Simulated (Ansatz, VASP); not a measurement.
## Mn in VASP and in Ansatz

File INCAR:

```
SYSTEM = Mn
PREC     = Accurate       ! precision mode
ENCUT    = 520            ! plane-wave cutoff, eV
EDIFF    = 1E-6           ! SCF threshold, eV
ISMEAR   = -1             ! smearing method
SIGMA    = 0.05           ! smearing width, eV
LREAL    = .False.        ! projectors in reciprocal space
LASPH    = .True.         ! aspherical terms in the spheres
NELM     = 150            ! most SCF steps
ALGO     = Normal         ! electronic algorithm
ISIF     = 2              ! what is computed and relaxed
LWAVE    = .False.        ! write WAVECAR
LCHARG   = .False.        ! write CHGCAR
ISPIN    = 2              ! spin polarisation
MAGMOM   = 0.9 0.9 -0.799 -0.799 ! initial moments
LORBIT   = 11             ! projections on sites
LMAXMIX  = 4              ! l up to which the mixer works
GGA      = RP             ! functional
NBANDS   = 38             ! bands
```

File KPOINTS:

```
regular mesh
0
Gamma
  19 19 5
  0 0 0
```

File POSCAR:

```
Mn
1.0
    2.5082139521      0.0000000000      0.0000000000
   -1.2541069760      2.1721770007      0.0000000000
    0.0000000000      0.0000000000      8.1484242722
Mn
4
Direct
    1.0000000000      1.0000000000      1.0000000000
    1.0000000000      1.0000000000      0.5000000000
    0.3333333333      0.6666666667      0.2500000000
    0.6666666667      0.3333333333      0.7500000000
```

Input for Ansatz:

```yaml
crystal:
  lattice:
    - [2.5082139521, 0.0, 0.0]
    - [-1.254106976, 2.1721770007, 0.0]
    - [0.0, 0.0, 8.1484242722]
  atoms:
    - { symbol: Mn, position: [1.0, 1.0, 1.0], spin: 0.9 }
    - { symbol: Mn, position: [1.0, 1.0, 0.5], spin: 0.9 }
    - { symbol: Mn, position: [0.3333333333, 0.6666666667, 0.25], spin: -0.799 }
    - { symbol: Mn, position: [0.6666666667, 0.3333333333, 0.75], spin: -0.799 }
hamiltonian:
  xc: rpbe
  pseudopotentials:
    kind: paw
    azcp:
      Mn: "pseudopotentials/Mn.paw.azcp"
basis:
  ecutwfc: 420
  fft_grid_basis: typed
kpoints:
  mp_grid: { grid: [19, 19, 5], shift: [0, 0, 0] }
magnetization:
  spin_polarized: true
scf:
  occupations: { method: fermi_dirac, width: 0.05 }
```

Alike in both runs: task single point; functional RPBE; k mesh 19 × 19 × 5; occupations fermi-dirac, width 0.05 eV; collinear spin.

|  | VASP | Ansatz |
| --- | --- | --- |
| version | VASP 6.6.1 | Ansatz 0.2.0 |
| potentials or method | VASP PAW PBE potentials, release 64 (Mn_pv), cutoff 520 eV | plane waves (420 eV) with PAW, scalar-relativistic |
| valence electrons in the cell | 52 | 60 |

Ansatz gave:

| Quantity | Value |
| --- | --- |
| net moment per atom (μB) | 0.04 |
| size of the moment on the site where the two differ most (μB) | 0.85 |

**Question.** Which values does VASP return?

**Answer.** net moment per atom (μB): 0.04; size of the moment on the site where the two differ most (μB): 0.92.

VASP's potentials were made for PBE, not for RPBE. Site moments also hang on the region over which each program counts them. VASP's potentials hold 52 valence electrons a cell and Ansatz's 60, so a difference there can come from the potentials and not from the codes.
